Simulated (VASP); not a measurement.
Set up this calculation in VASP 6.6.1, as the native input.

| Item | Value |
| --- | --- |
| Task | single point |
| Functional | PBE |
| Potentials or basis | VASP PAW PBE potentials, release 64 (Ta_pv) |
| Cutoff | 520 eV |
| k mesh | 26 × 26 × 26 |
| Occupations | gaussian, width 0.15 eV |
| Spin | no spin polarisation |
| Dipole correction | no |
| Further INCAR settings | ALGO = Fast; EDIFF = 1e-06; NBANDS = 12 |

The structure of Ta lies in POSCAR:

```
Ta
1.0
   -1.5266432345      1.5266432345      1.5266432345
    1.5266432345     -1.5266432345      1.5266432345
    1.5266432345      1.5266432345     -1.5266432345
Ta
1
Direct
    0.0000000000      0.0000000000      0.0000000000
```

This cell differs from its parent crystal: strain -0.080 along x and y, -0.080 along z.

One way to write it, as run:

INCAR

```
ALGO = Fast ; EDIFF = 1E-6
ENCUT = 520 ; GGA = PE
ISIF = 2 ; ISMEAR = 0
LASPH = T ; LCHARG = F
LREAL = F ; LWAVE = F
NBANDS = 12 ; NELM = 60
PREC = Accurate ; SIGMA = 0.15
```

KPOINTS

```
k-points
0
Gamma
  26 26 26
```

Potentials or basis: VASP PAW PBE potentials, release 64 (Ta_pv).

Command:

```bash
$ cat potpaw_PBE.64/Ta_pv/POTCAR > POTCAR
$ mpirun -np 1 vasp_std > vasp.out
```

Results of the run:

```yaml
Pressure: 78.7 GPa
Band_gap_on_the_k_mesh: zero (an odd number of electrons rules out a gap without spin polarisation)
```

Caveat: the cell differs from its parent crystal (strain -0.080 along x and y, -0.080 along z); the cell stands under pressure; spin-orbit coupling is left out, which moves the levels of the heavy elements.

Run time: 2.7 min on 1 thread of Intel Xeon 8259CL, with other jobs on the host, peak memory 0.2 GiB.
